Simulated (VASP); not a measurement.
Input of a VASP 6.6.1 run:

The input INCAR:

```
SYSTEM = K
PREC = Accurate
ENCUT = 520
EDIFF = 1E-7
ISMEAR = -1
SIGMA = 0.1
LREAL = .FALSE.
LASPH = .TRUE.
NELM = 80
ALGO = Normal
ISIF = 2
LWAVE = .FALSE.
LCHARG = .FALSE.
GGA = PE
NBANDS = 46
```

Contents of KPOINTS:

```
Automatic mesh
0
G
  4 4 4
  0 0 0
```

Contents of POSCAR:

```
K
1.0
    8.4248795972      0.0000000000      0.0000000000
    0.0000000000      8.4248795972      0.0000000000
    0.0000000000      0.0000000000      8.4248795972
K
8
Direct
    0.0000000000      1.0000000000      0.0000000000
    0.5000000000      0.5000000000      0.5000000000
    0.2500000000      0.0000000000      0.5000000000
    0.7500000000      0.0000000000      0.5000000000
    0.5000000000      0.2500000000      1.0000000000
    0.5000000000      0.7500000000      0.0000000000
    1.0000000000      0.5000000000      0.2500000000
    1.0000000000      0.5000000000      0.7500000000
```

Potentials or basis: VASP PAW PBE potentials, release 64 (K_sv).

Run with:

```bash
$ cat potpaw_PBE.64/K_sv/POTCAR > POTCAR
$ mpirun -np 1 vasp_std > vasp.out
```

Estimate the pressure.

0.0 GPa.

Predict the band gap on the k mesh.

zero (bands 36 and 37 overlap by 0.91 eV).
